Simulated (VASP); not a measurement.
# AlN (P6_3/mmc) in VASP: notebook

The runs below take AlN through single point, with PBEsol.

Program: VASP 6.6.1. These are calculated values, not measurements. Logs are shortened: lines on timing, memory, paths and dates and some standing lists are left out, and cuts for length are marked.

**1. The cell of the first run**

It takes space group P6_3/mmc (No. 194, hexagonal). Conventional cell: a = 3.312 Å, b = 3.312 Å, c = 3.978 Å, α = 90.00°, β = 90.00°, γ = 120.00°. Al (site symmetry -6m2) has 5 N at 1.91 to 1.99 Å within 2.5 Å. N (site symmetry -6m2) has 5 Al at 1.91 to 1.99 Å within 2.5 Å.

**2. Single point, PBEsol**

File INCAR:

```
ALGO = Normal
EDIFF = 1E-6
ENCUT = 520
GGA = PS
ISIF = 2
ISMEAR = 0
LASPH = T
LCHARG = T
LELF = T
LREAL = F
LVHAR = T
LWAVE = F
NBANDS = 16
NELM = 100
PREC = Accurate
SIGMA = 0.02
```

File KPOINTS:

```
k-points
0
Gamma
  12 12 6
```

File POSCAR:

```
AlN
1.0
    3.3121160000      0.0000000000      0.0000000000
   -1.6560580000      2.8683760000      0.0000000000
    0.0000000000      0.0000000000      3.9781848500
Al N
2 2
Direct
    0.3333333333      0.6666666667      0.7500000000
    0.6666666667      0.3333333333      0.2500000000
    0.3333333333      0.6666666667      0.2500000000
    0.6666666667      0.3333333333      0.7500000000
```

Potentials or basis: VASP PAW PBE potentials, release 64 (Al, N).

The run is started by

```bash
> cat potpaw_PBE.64/Al/POTCAR potpaw_PBE.64/N/POTCAR > POTCAR
> mpirun -np 1 vasp_std > vasp.out
```

OUTCAR:

```text
EDIFF = 1E-6
   ENCUT = 520
   GGA = PS
   ISIF = 2
   ISMEAR = 0
   LASPH = T
   LREAL = F
   NELM = 100
   PREC = Accurate

 ion  position               nearest neighbor table
   1  0.333  0.667  0.750-   4 1.91   4 1.91   4 1.91   3 1.99   3 1.99   2 2.76   2 2.76   2 2.76
                             2 2.76   2 2.76   2 2.76
   2  0.667  0.333  0.250-   3 1.91   3 1.91   3 1.91   4 1.99   4 1.99   1 2.76   1 2.76   1 2.76
                             1 2.76   1 2.76   1 2.76
   3  0.333  0.667  0.250-   2 1.91   2 1.91   2 1.91   1 1.99   1 1.99
   4  0.667  0.333  0.750-   1 1.91   1 1.91   1 1.91   2 1.99   2 1.99

  LATTYP: Found a hexagonal cell.
 ALAT       =     3.3121160000
 C/A-ratio  =     1.2011007012

  Lattice vectors:

 A1 = (   3.3121160000,   0.0000000000,   0.0000000000)
 A2 = (  -1.6560580000,   2.8683760000,   0.0000000000)
 A3 = (   0.0000000000,   0.0000000000,   3.9781848500)

Analysis of symmetry for initial positions (statically):
=====================================================================
 Subroutine PRICEL returns:
 Original cell was already a primitive cell.

 Routine SETGRP: Setting up the symmetry group for a
 hexagonal supercell.

 Subroutine GETGRP returns: Found 24 space group operations
 (whereof 12 operations were pure point group operations)
 out of a pool of 24 trial point group operations.

The static configuration has the point symmetry D_3d.
 The point group associated with its full space group is D_6h.

Analysis of symmetry for dynamics (positions and initial velocities):
=====================================================================
 Subroutine PRICEL returns:
 Original cell was already a primitive cell.

 Routine SETGRP: Setting up the symmetry group for a
 hexagonal supercell.

 Subroutine GETGRP returns: Found 24 space group operations
 (whereof 12 operations were pure point group operations)
 out of a pool of 24 trial point group operations.

The dynamic configuration has the point symmetry D_3d.
 The point group associated with its full space group is D_6h.

 Subroutine INISYM returns: Found 24 space group operations
 (whereof 12 operations are pure point group operations),
 and found     1 'primitive' translations

----------------------------------------------------------------------------------------

                                     Primitive cell

  volume of cell :      37.7943

  direct lattice vectors                    reciprocal lattice vectors
     3.312116000  0.000000000  0.000000000     0.301921793  0.174314664  0.000000000
    -1.656058000  2.868376000  0.000000000     0.000000000  0.348629329  0.000000000
     0.000000000  0.000000000  3.978184850     0.000000000  0.000000000  0.251370924

  length of vectors
     3.312116000  3.312115484  3.978184850     0.348629275  0.348629329  0.251370924

  position of ions in fractional coordinates (direct lattice)
     0.333333333  0.666666667  0.750000000
     0.666666667  0.333333333  0.250000000
     0.333333333  0.666666667  0.250000000
     0.666666667  0.333333333  0.750000000

  ion indices of the primitive-cell ions
   primitive index   ion index
                 1           1
                 2           2
                 3           3
                 4           4

----------------------------------------------------------------------------------------

 KPOINTS: k-points

Automatic generation of k-mesh.
 Grid dimensions read from file:
 generate k-points for:   12   12    6

 Generating k-lattice:

  Cartesian coordinates                     Fractional coordinates (reciprocal lattice)
     0.025160149  0.014526222  0.000000000     0.083333333 -0.000000000  0.000000000
     0.000000000  0.029052444  0.000000000     0.000000000  0.083333333  0.000000000
     0.000000000  0.000000000  0.041895154     0.000000000  0.000000000  0.166666667

  Length of vectors
     0.029052440  0.029052444  0.041895154

  Shift w.r.t. Gamma in fractional coordinates (k-lattice)
     0.000000000  0.000000000  0.000000000

 Subroutine IBZKPT returns following result:
 ===========================================

 Found     76 irreducible k-points:

 Following reciprocal coordinates:
            Coordinates               Weight
  0.000000  0.000000  0.000000      1.000000
  0.083333  0.000000  0.000000      6.000000
  0.166667 -0.000000  0.000000      6.000000
  0.250000  0.000000  0.000000      6.000000
  0.333333 -0.000000  0.000000      6.000000
  0.416667 -0.000000  0.000000      6.000000
[... 16 lines left out ...]
  0.250000  0.000000  0.166667     12.000000
  0.333333 -0.000000  0.166667     12.000000
 [... further k-points ...]
   k-points           NKPTS =     76   k-points in BZ     NKDIM =     76   number of bands    NBANDS=     16
   number of dos      NEDOS =    301   number of ions     NIONS =      4
   total plane-waves  NPLWV =  23520
   dimension x,y,z NGX =    28 NGY =   28 NGZ =   30
   dimension x,y,z NGXF=    56 NGYF=   56 NGZF=   60
   ions per type =               2   2
   NGX,Y,Z   is equivalent  to a cutoff of  14.05, 14.05, 12.54 a.u.
   NGXF,Y,Z  is equivalent  to a cutoff of  28.11, 28.11, 25.07 a.u.
 SYSTEM =  unknown system
   PREC   = accura    normal or accurate (medium, high low for compatibility)
   ISTART =      0    job   : 0-new  1-cont  2-samecut
   ICHARG =      2    charge: 1-file 2-atom 10-const
   ISPIN  =      1    spin polarized calculation?
   LNONCOLLINEAR =      F non collinear calculations
   LSORBIT =      F    spin-orbit coupling
   LASPH  =      T    aspherical Exc in radial PAW
   ENCUT  =  520.0 eV  38.22 Ry    6.18 a.u.   6.16  6.16  7.40*2*pi/ulx,y,z
   NELM   =    100;   NELMIN=  2; NELMDL= -5     # of ELM steps
   EDIFF  = 0.1E-05   stopping-criterion for ELM
   LREAL  =      F    real-space projection
   EDIFFG = 0.1E-04   stopping-criterion for IOM
   NSW    =      0    number of steps for IOM
   IBRION =     -1    ionic relax: 0-MD 1-quasi-New 2-CG
   NFREE  =      0    steps in history (QN), initial steepest desc. (CG)
   ISIF   =      2    stress and relaxation
   ISYM   =      2    0-nonsym 1-usesym 2-fastsym
   POTIM  = 0.5000    time-step for ionic-motion
   TEBEG  =    0.0;   TEEND  =   0.0 temperature during run
   PSTRESS=    0.0 pullay stress
   NELECT =      16.0000    total number of electrons
   NUPDOWN=      -1.0000    fix difference up-down
   EMIN   =  10.00;   EMAX   =-10.00  energy-range for DOS
   EFERMI =   0.00;   METHOD = LEGACY
   ISMEAR =     0;   SIGMA  =   0.02  broadening in eV -4-tet -1-fermi 0-gaus
   EFERMI_NEDOS =   21; number of points for ismear=-14 and -15
   IALGO  =     38    algorithm
   IMIX   =      4    mixing-type and parameters
     AMIX     =   0.40;   BMIX     =  1.00
     AMIX_MAG =   1.60;   BMIX_MAG =  1.00
  volume/ion in A,a.u.               =       9.45        63.76
  Fermi-wavevector in a.u.,A,eV,Ry     =   1.229247  2.322941 20.559072  1.511049
  Thomas-Fermi vector in A             =   2.364142
   LORBIT       =      0    0 simple, 1 ext, 2 COOP (PROOUT), +10 PAW based schemes
   GGA     = PS    functional components
   LHFCALC =     F    Hartree Fock is set to
   AEXX    =    0.0000 exact exchange contribution
   IVDW    =     0    specifies the selected vdW correction
   LEPSILON=     F    determine dielectric tensor
   LRPA    =     F    only Hartree local field effects (RPA)
 non-spin polarized calculation
 Gauss-broadening in eV      SIGMA  =   0.02
  energy-cutoff  :      520.00
  volume of cell :       37.79
 maximum number of plane-waves:      1034
 NGX is ok and might be reduce to    28
   NGX = 13   NGY = 13   NGZ = 15

 number of electron      15.9999999 magnetization

 Free energy of the ion-electron system (eV)
  ---------------------------------------------------
  ext. energy  EPLUGINS =         0.00000000
  ---------------------------------------------------
  free energy    TOTEN  =       -30.88498030 eV

  energy without entropy =      -30.88498030  energy(sigma->0) =      -30.88498030

 E-fermi :   8.3895     XC(G=0): -11.5720

 val. band max:        8.2103728701   @ k =   0.0000   0.0000   0.0000
 cond. band min:      11.8902036789   @ k =   0.0000   0.0000   0.0000
 fundamental gap:      3.6798308088
 Fermi energy:         8.3894843369

 k-point     1 :       0.0000    0.0000    0.0000
  band No.  band energies     occupation
      1      -8.7722      2.00000
      2      -4.5699      2.00000
      3       1.3103      2.00000
      4       4.8195      2.00000
      5       4.8195      2.00000
      6       6.8073      2.00000
[... 8 lines left out ...]
     15      20.1798      0.00000
     16      20.1798      0.00000

 k-point     2 :       0.0833    0.0000    0.0000
  band No.  band energies     occupation
      1      -8.6911      2.00000
      2      -4.5814      2.00000
      3       1.3939      2.00000
      4       4.5495      2.00000
      5       4.6940      2.00000
      6       6.5249      2.00000
[... 8 lines left out ...]
     15      19.8441      0.00000
     16      20.2553      0.00000

 k-point     3 :       0.1667   -0.0000    0.0000
  band No.  band energies     occupation
      1      -8.4529      2.00000
      2      -4.6304      2.00000
      3       1.6409      2.00000
      4       3.8769      2.00000
      5       4.4008      2.00000
      6       5.9283      2.00000
[... 8 lines left out ...]
     15      19.3721      0.00000
     16      20.8113      0.00000

 k-point     4 :       0.2500    0.0000    0.0000
  band No.  band energies     occupation
      1      -8.0754      2.00000
      2      -4.7565      2.00000
      3       2.0380      2.00000
      4       3.0872      2.00000
      5       4.0724      2.00000
      6       5.3188      2.00000
[... 8 lines left out ...]
     15      18.9826      0.00000
     16      21.5879      0.00000
[... 324 lines left out ...]
 k-point    22 :       0.1667   -0.0000    0.1667
  band No.  band energies     occupation
      1      -8.2666      2.00000
      2      -5.0127      2.00000
      3       1.8509      2.00000
      4       4.2394      2.00000
      5       4.5414      2.00000
      6       5.4749      2.00000
[... 8 lines left out ...]
     15      20.2070      0.00000
     16      20.9037      0.00000

 k-point    23 :       0.2500    0.0000    0.1667
  band No.  band energies     occupation
      1      -7.8982      2.00000
      2      -5.0357      2.00000
      3       1.7545      2.00000
      4       3.7524      2.00000
      5       4.2258      2.00000
      6       4.7965      2.00000
[... 8 lines left out ...]
     15      19.7515      0.00000
     16      21.5617      0.00000

 k-point    24 :       0.3333   -0.0000    0.1667
  band No.  band energies     occupation
      1      -7.4340      2.00000
      2      -5.1582      2.00000
      3       1.5309      2.00000
      4       3.4350      2.00000
      5       3.9572      2.00000
      6       4.3460      2.00000
[... 8 lines left out ...]
     15      20.0952      0.00000
     16      21.9689      0.00000

 [... further k-points ...]
[... 5 lines left out ...]
  --------------------------------------------------------------------------------------
  -------------------------------------------------------------------------------------
  Total        0.9395452      0.9395448      3.3688060      0.0000000      0.0000000      0.0000000
  in kB       39.8292070     39.8291905    142.8104574      0.0000000      0.0000000      0.0000000
  external PRESSURE =      74.1562850 kB  Pullay stress =       0.0000000 kB

 VOLUME and BASIS-vectors are now :
 -----------------------------------------------------------------------------
  energy-cutoff  :      520.00
  volume of cell :       37.79
      direct lattice vectors                 reciprocal lattice vectors
     3.312116000  0.000000000  0.000000000     0.301921793  0.174314664  0.000000000
    -1.656058000  2.868376000  0.000000000     0.000000000  0.348629329  0.000000000
     0.000000000  0.000000000  3.978184850     0.000000000  0.000000000  0.251370924

 POSITION                                       TOTAL-FORCE (eV/Angst)
 -----------------------------------------------------------------------------------
     -0.00000      1.91225      2.98364        -0.000000      0.000000      0.000000
      1.65606      0.95613      0.99455        -0.000000     -0.000000      0.000000
     -0.00000      1.91225      0.99455        -0.000000      0.000000      0.000000
      1.65606      0.95613      2.98364         0.000000      0.000000      0.000000
 -----------------------------------------------------------------------------------
    total drift:                                0.000000     -0.000000      0.000000

  FREE ENERGIE OF THE ION-ELECTRON SYSTEM (eV)
  ---------------------------------------------------
  free  energy   TOTEN  =       -30.8849802954 eV

  energy  without entropy=      -30.8849802954  energy(sigma->0) =      -30.88498030
```

Wall time 63 s (1 thread of Intel Xeon Platinum 8375C at 2.90GHz (Ice Lake), shared host); peak memory 0.18 GiB.

What came out:

* Free energy: -30.8850 eV
* Pressure: 7.4 GPa
* Band gap on the k mesh: 3.68 eV, direct

Levels at points of the mesh, in eV from the valence-band top:
| k point | band 4 | band 5 | band 6 | band 7 | band 8 | band 9 | band 10 | band 11 | band 12 | band 13 |
| --- | --- | --- | --- | --- | --- | --- | --- | --- | --- | --- |
| (0.00, 0.00, 0.00) | -3.39 | -3.39 | -1.40 | -1.40 | 0.00 | 3.68 | 4.80 | 8.36 | 8.36 | 11.85 |
| (0.50, 0.00, 0.00) | -4.81 | -4.66 | -3.82 | -2.95 | -1.03 | 3.99 | 7.62 | 8.01 | 9.30 | 9.93 |
| (0.00, 0.00, 0.50) | -3.65 | -2.44 | -2.44 | -2.44 | -2.44 | 6.03 | 6.03 | 8.42 | 8.42 | 8.42 |
| (0.50, 0.00, 0.50) | -7.39 | -3.22 | -3.22 | -1.61 | -1.61 | 5.40 | 5.40 | 10.65 | 10.65 | 12.21 |

Caveat: the PAW data sets were made with another functional, which shifts forces and pressure a little. A k mesh can miss the band edges.

(Part 1 of 2 ends here.)
